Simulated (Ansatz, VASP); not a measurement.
**KCa2Se6: VASP beside Ansatz**

The input INCAR:

```
SYSTEM = KCa2Se6
PREC     = Accurate       ! precision mode
ENCUT    = 600            ! plane-wave cutoff, eV
EDIFF    = 1E-7           ! SCF threshold, eV
ISMEAR   = 0              ! smearing method
SIGMA    = 0.1            ! smearing width, eV
LREAL    = .False.        ! projectors in reciprocal space
LASPH    = .True.         ! aspherical terms in the spheres
NELM     = 100            ! most SCF steps
ALGO     = Normal         ! electronic algorithm
ISIF     = 3              ! what is computed and relaxed
LWAVE    = .False.        ! write WAVECAR
LCHARG   = .False.        ! write CHGCAR
GGA      = PE             ! functional
IBRION   = 2              ! ionic algorithm
NSW      = 90             ! ionic steps
EDIFFG   = -0.04          ! ionic threshold
```

File KPOINTS:

```
Automatic mesh
0
Gamma
  3 3 4
  0 0 0
```

The input POSCAR:

```
KCa2Se6
1.0
    7.4985556000      0.0000000000      0.0000000000
   -3.7492778000      6.4939396400      0.0000000000
    0.0000000000      0.0000000000      6.3422433100
K Ca Se
1 2 6
Direct
    0.0000000000      0.0000000000      0.0000000000
    0.3333333300      0.6666666700      0.5000000000
    0.6666666700      0.3333333300      0.5000000000
    0.0000000000      0.6806309800      0.7660099900
    0.0000000000      0.3193690200      0.2339900100
    0.3193690200      0.3193690200      0.7660099900
    0.6806309800      0.6806309800      0.2339900100
    0.3193690200      0.0000000000      0.2339900100
    0.6806309800      0.0000000000      0.7660099900
```

Input for Ansatz:

```yaml
crystal:
  lattice:
    - [7.4985556, 0.0, 0.0]
    - [-3.7492778, 6.49393964, 0.0]
    - [0.0, 0.0, 6.34224331]
  atoms:
    - { symbol: K, position: [0.0, 0.0, 0.0] }
    - { symbol: Ca, position: [0.33333333, 0.66666667, 0.5] }
    - { symbol: Ca, position: [0.66666667, 0.33333333, 0.5] }
    - { symbol: Se, position: [0.0, 0.68063098, 0.76600999] }
    - { symbol: Se, position: [0.0, 0.31936902, 0.23399001] }
    - { symbol: Se, position: [0.31936902, 0.31936902, 0.76600999] }
    - { symbol: Se, position: [0.68063098, 0.68063098, 0.23399001] }
    - { symbol: Se, position: [0.31936902, 0.0, 0.23399001] }
    - { symbol: Se, position: [0.68063098, 0.0, 0.76600999] }
basis:
  ecutwfc: 420
kpoints:
  mp_grid: { grid: [3, 3, 4] }
hamiltonian:
  xc: pbe
scf:
  occupations: { method: gaussian, width: 0.1 }
  lower_state_search: "off"
output:
  forces: true
  stress: true
  eigenvalues: true
relax:
  adjacent_minimum: "off"
  f_tol: 0.04
  max_steps: 70
  cell: { stress_tol: 0.4 }
```

Change from the starting cell: species swapped into the Ba2CaI6 type (P-31m, No. 162).

Alike in both runs: task relaxation of cell and atoms; functional PBE; k mesh 3 × 3 × 4; occupations gaussian, width 0.1 eV; no spin polarisation.

|  | VASP | Ansatz |
| --- | --- | --- |
| version | VASP 6.6.1 | Ansatz 0.2.0 |
| potentials or method | VASP PAW PBE potentials, release 64 (K_sv, Ca_sv, Se), cutoff 600 eV | scalar-relativistic, plane waves, PAW |
| valence electrons in the cell | 65 | 125 |

|  | VASP | Ansatz | Ansatz less VASP |
| --- | --- | --- | --- |
| gap on the k mesh at the Fermi level, each at its own relaxed structure (eV) | none | none | - |
| relaxed volume (Å³/atom) | 36.49 | 36.03 | -0.465 |
| relaxed length of the cell vector where the two differ most in proportion (Å) | 8.683 | 8.620 | -0.0629 |

A gap of «none» marks a metal or a gap that the smearing closes. VASP's potentials hold 65 valence electrons a cell and Ansatz's 125, so a difference there can come from the potentials and not from the codes.
